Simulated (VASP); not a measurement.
# Rb in VASP: notebook, part 2 of 2

VASP 6.6.1. The steps go on from the part before.

## (5) Single point, PBEsol

Contents of INCAR:

```
  ALGO = Fast
  EDIFF = 1E-6
  ENCUT = 520
  GGA = PS
  ISIF = 2
  ISMEAR = 0
  LASPH = T
  LCHARG = F
  LREAL = F
  LWAVE = F
  NBANDS = 16
  NELM = 100
  PREC = Accurate
  SIGMA = 0.005
```

Contents of KPOINTS:

```
k-points
0
Gamma
  4 4 6
```

Contents of POSCAR:

```
Rb
1.0
   -2.3789880000      2.3789880000      8.4886690000
    2.3789880000     -2.3789880000      8.4886690000
    2.3789880000      2.3789880000     -8.4886690000
Rb
2
Direct
    0.5002020000      0.5113490000      0.0102530000
    0.2509620000      0.7575890000      0.5008990000
```

Potentials or basis: VASP PAW PBE potentials, release 64 (Rb_sv).

The run is started by

```sh
cat potpaw_PBE.64/Rb_sv/POTCAR > POTCAR
mpirun -np 1 vasp_std > vasp.out
```

OUTCAR:

```text
EDIFF = 1E-6
   ENCUT = 520
   GGA = PS
   ISIF = 2
   ISMEAR = 0
   LASPH = T
   LREAL = F
   NELM = 100
   PREC = Accurate

 ion  position               nearest neighbor table
   1  0.500  0.511  0.010-   2 4.80   2 4.84   2 4.91   2 4.92
   2  0.251  0.758  0.501-   1 4.80   1 4.84   1 4.91   1 4.92

  LATTYP: Found a body centered tetragonal cell.
 ALAT       =     4.7579760000
 C/A-ratio  =     3.5681848752

  Lattice vectors:

 A1 = (  -2.3789880000,   2.3789880000,   8.4886690000)
 A2 = (   2.3789880000,  -2.3789880000,   8.4886690000)
 A3 = (   2.3789880000,   2.3789880000,  -8.4886690000)

Analysis of symmetry for initial positions (statically):
=====================================================================
 Subroutine PRICEL returns:
 Original cell was already a primitive cell.

 Routine SETGRP: Setting up the symmetry group for a
 body centered tetragonal supercell.

 Subroutine GETGRP returns: Found  2 space group operations
 (whereof  1 operations were pure point group operations)
 out of a pool of 16 trial point group operations.

The static configuration has the point symmetry C_1 .
 The point group associated with its full space group is S_2 .

Analysis of symmetry for dynamics (positions and initial velocities):
=====================================================================
 Subroutine PRICEL returns:
 Original cell was already a primitive cell.

 Routine SETGRP: Setting up the symmetry group for a
 body centered tetragonal supercell.

 Subroutine GETGRP returns: Found  2 space group operations
 (whereof  1 operations were pure point group operations)
 out of a pool of 16 trial point group operations.

The dynamic configuration has the point symmetry C_1 .
 The point group associated with its full space group is S_2 .

 Subroutine INISYM returns: Found  2 space group operations
 (whereof  1 operations are pure point group operations),
[... 136 lines left out ...]
   IMIX   =      4    mixing-type and parameters
     AMIX     =   0.40;   BMIX     =  1.00
     AMIX_MAG =   1.60;   BMIX_MAG =  1.00
  volume/ion in A,a.u.               =      96.08       648.41
  Fermi-wavevector in a.u.,A,eV,Ry     =   0.743483  1.404979  7.520849  0.552767
  Thomas-Fermi vector in A             =   1.838609
   LORBIT       =      0    0 simple, 1 ext, 2 COOP (PROOUT), +10 PAW based schemes
   GGA     = PS    functional components
   LHFCALC =     F    Hartree Fock is set to
   AEXX    =    0.0000 exact exchange contribution
   IVDW    =     0    specifies the selected vdW correction
   LEPSILON=     F    determine dielectric tensor
   LRPA    =     F    only Hartree local field effects (RPA)
 non-spin polarized calculation
 RMM-DIIS sequential band-by-band and
 Gauss-broadening in eV      SIGMA  =   0.01
  energy-cutoff  :      520.00
  volume of cell :      192.17
 maximum number of plane-waves:      5210
 NGX is ok and might be reduce to    70
   NGX = 33   NGY = 33   NGZ = 33

 number of electron      18.0000000 magnetization

 Free energy of the ion-electron system (eV)
  ---------------------------------------------------
  ext. energy  EPLUGINS =         0.00000000
  ---------------------------------------------------
  free energy    TOTEN  =        -1.93433805 eV

  energy without entropy =       -1.93427928  energy(sigma->0) =       -1.93430866

 E-fermi :  -0.1432     XC(G=0):  -5.3791

 val. band max:       -0.1431852795   @ k =   0.2500  -0.2500   0.3333
 cond. band min:      -0.0575042476   @ k =   0.0000  -0.2500   0.1667
 fundamental gap:      0.0856810319
 Fermi energy:        -0.1431852793

 k-point     1 :       0.0000    0.0000    0.0000
  band No.  band energies     occupation
      1     -29.1131      2.00000
      2     -29.1087      2.00000
      3     -13.2573      2.00000
      4     -13.1656      2.00000
      5     -13.1625      2.00000
      6     -13.1589      2.00000
[... 433 lines left out ...]
      3     -13.2542      2.00000
      4     -13.2423      2.00000
      5     -13.2202      2.00000
      6     -13.1680      2.00000
[... 8 lines left out ...]
     15       3.2306      0.00000
     16       3.6367      0.00000

 [... further k-points ...]

------------------------ aborting loop because EDIFF is reached ----------------------------------------

  FORCE on cell =-STRESS in cart. coord.  units (eV):
  Direction    XX          YY          ZZ          XY          YZ          ZX
  --------------------------------------------------------------------------------------
  -------------------------------------------------------------------------------------
  Total       -0.0987585     -0.1793975     -0.2164949      0.0600056     -0.0648206     -0.0810880
  in kB       -0.8233809     -1.4956946     -1.8049874      0.5002861     -0.5404304     -0.6760565
  external PRESSURE =      -1.3746876 kB  Pullay stress =       0.0000000 kB

 VOLUME and BASIS-vectors are now :
 -----------------------------------------------------------------------------
  energy-cutoff  :      520.00
  volume of cell :      192.17
      direct lattice vectors                 reciprocal lattice vectors
    -2.378988000  2.378988000  8.488669000     0.000000000  0.210173401  0.058902049
     2.378988000 -2.378988000  8.488669000     0.210173401  0.000000000  0.058902049
     2.378988000  2.378988000 -8.488669000     0.210173401  0.210173401  0.000000000

 POSITION                                       TOTAL-FORCE (eV/Angst)
 -----------------------------------------------------------------------------------
      0.05091     -0.00213      8.49969        -0.001318      0.000480      0.013665
      2.39689     -0.01363      4.30929         0.001318     -0.000480     -0.013665
 -----------------------------------------------------------------------------------
    total drift:                               -0.000000     -0.000000      0.000000

  FREE ENERGIE OF THE ION-ELECTRON SYSTEM (eV)
  ---------------------------------------------------
  free  energy   TOTEN  =        -1.9343380451 eV

  energy  without entropy=       -1.9342792753  energy(sigma->0) =       -1.93430866
```

OSZICAR:

```text
N       E                     dE             d eps       ncg     rms          rms(c)
DAV:   1     0.117965178821E+03    0.11797E+03   -0.67740E+03  1664   0.844E+02
DAV:   2     0.107013815219E+02   -0.10726E+03   -0.10343E+03  2320   0.179E+02
DAV:   3    -0.817714814283E+00   -0.11519E+02   -0.11482E+02  2320   0.593E+01
DAV:   4    -0.193080397403E+01   -0.11131E+01   -0.11130E+01  2880   0.125E+01
DAV:   5    -0.193615411797E+01   -0.53501E-02   -0.53501E-02  2352   0.114E+00    0.133E+00
RMM:   6    -0.193438430848E+01    0.17698E-02   -0.39581E-03  1923   0.345E-01    0.819E-01
RMM:   7    -0.193417759001E+01    0.20672E-03   -0.88658E-03  2119   0.473E-01    0.766E-02
RMM:   8    -0.193431873394E+01   -0.14114E-03   -0.70259E-04  2552   0.132E-01    0.138E-02
RMM:   9    -0.193433175122E+01   -0.13017E-04   -0.13456E-04  2811   0.487E-02    0.114E-02
RMM:  10    -0.193433617424E+01   -0.44230E-05   -0.32596E-05  2932   0.259E-02    0.608E-03
RMM:  11    -0.193433741663E+01   -0.12424E-05   -0.12753E-05  2669   0.140E-02    0.205E-03
RMM:  12    -0.193433804510E+01   -0.62848E-06   -0.44034E-06  2369   0.896E-03
   1 F= -.19343380E+01 E0= -.19343087E+01  d E =-.587698E-04
```

stdout:

```text
POSCAR found type information on POSCAR Rb
 POSCAR found :  1 types and       2 ions
 scaLAPACK will be used
 -----------------------------------------------------------------------------
|                                                                             |
|                                                                             |
|     You enforced a specific xc type in the INCAR file but a different       |
[... 23 lines left out ...]

 POSCAR, INCAR and KPOINTS ok, starting setup
 FFT: planning ... GRIDC
 FFT: planning ... GRID_SOFT
 FFT: planning ... GRID
 WAVECAR not read
 entering main loop
WARNING in EDDRMM: call to ZHEGV failed, returncode =   6  3     10
WARNING in EDDRMM: call to ZHEGV failed, returncode =   8  4     15
```

Run time: 5 min. Hardware: 1 thread of Intel Xeon 6975P-C (Granite Rapids), shared host; peak memory 0.72 GiB.

What came out:

- Free energy: -1.9343 eV
- Pressure: -0.1 GPa
- Largest force: 0.014 eV/Å
- Band gap on the k mesh: zero (bands 9 and 10 overlap by 2.29 eV)

Forces on the atoms (eV/Å):
```
Rb  -0.001  0.000  0.014
Rb   0.001  0.000 -0.014
```

Caveat: the PAW data sets were made with another functional, which shifts forces and pressure a little.

## (6) Single point, PBEsol

Contents of INCAR:

```
SYSTEM = Rb
  ALGO = Fast
  EDIFF = 1E-6
  ENCUT = 520
  GGA = PS
  ISIF = 2
  ISMEAR = -1
  LASPH = .True.
  LCHARG = .False.
  LREAL = .False.
  LWAVE = .False.
  NBANDS = 16
  NELM = 80
  PREC = Accurate
  SIGMA = 0.05
```

Contents of KPOINTS:

```
k-points
0
Gamma
  7 7 7
  0 0 0
```

Contents of POSCAR:

```
Rb
1.0
   -2.3789880000      2.3789880000      8.4886690000
    2.3789880000     -2.3789880000      8.4886690000
    2.3789880000      2.3789880000     -8.4886690000
Rb
2
Direct
    0.5000000000      0.5000000000      0.0000000000
    0.2500000000      0.7500000000      0.5000000000
```

Potentials or basis: VASP PAW PBE potentials, release 64 (Rb_sv).

The run is started by

```sh
cat potpaw_PBE.64/Rb_sv/POTCAR > POTCAR
mpirun -np 1 vasp_std > vasp.out
```

Wall time 4 min (1 thread of Intel Xeon 6975P-C (Granite Rapids), shared host); peak memory 0.69 GiB.

It converged, with:

* Free energy: -1.9378 eV
* Pressure: -0.1 GPa
* Band gap on the k mesh: zero (bands 9 and 10 overlap by 1.95 eV)

Levels at points of the mesh, in eV from the Fermi level:
```csv
k point,band 5,band 6,band 7,band 8,band 9,band 10,band 11,band 12,band 13,band 14
"(0.00, 0.00, 0.00)",-13.02,-13.01,-13.01,-13.00,-1.91,0.12,0.58,2.55,2.56,3.09
```

Caveat: the PAW data sets were made with another functional, which shifts forces and pressure a little.

## (7) The runs side by side

```tsv
cell	k mesh	smearing	gap on the mesh (eV)	pressure (GPa)	largest force (eV/Å)
as given, atomic positions A	4 × 4 × 6	gaussian 0.05 eV	none	-0.1	0.02
as given, atomic positions A	4 × 4 × 6	gaussian 0.025 eV	none	-0.1	0.02
as given, atomic positions A	4 × 4 × 6	gaussian 0.01 eV	none	-0.1	0.01
as given, atomic positions A	4 × 4 × 6	gaussian 0.005 eV	none	-0.1	0.01
as given, atomic positions B	7 × 7 × 7	fermi-dirac 0.05 eV	none	-0.1	-
```

Alike in all rows: task single point; level PBEsol; potentials or basis VASP PAW PBE potentials, release 64 (Rb_sv); no spin polarisation; cutoff (eV) 520.

Caveats: the PAW data sets were made with another functional, which shifts forces and pressure a little.

Total energies depend on the potentials used, so only differences within one code and one set of settings carry meaning.
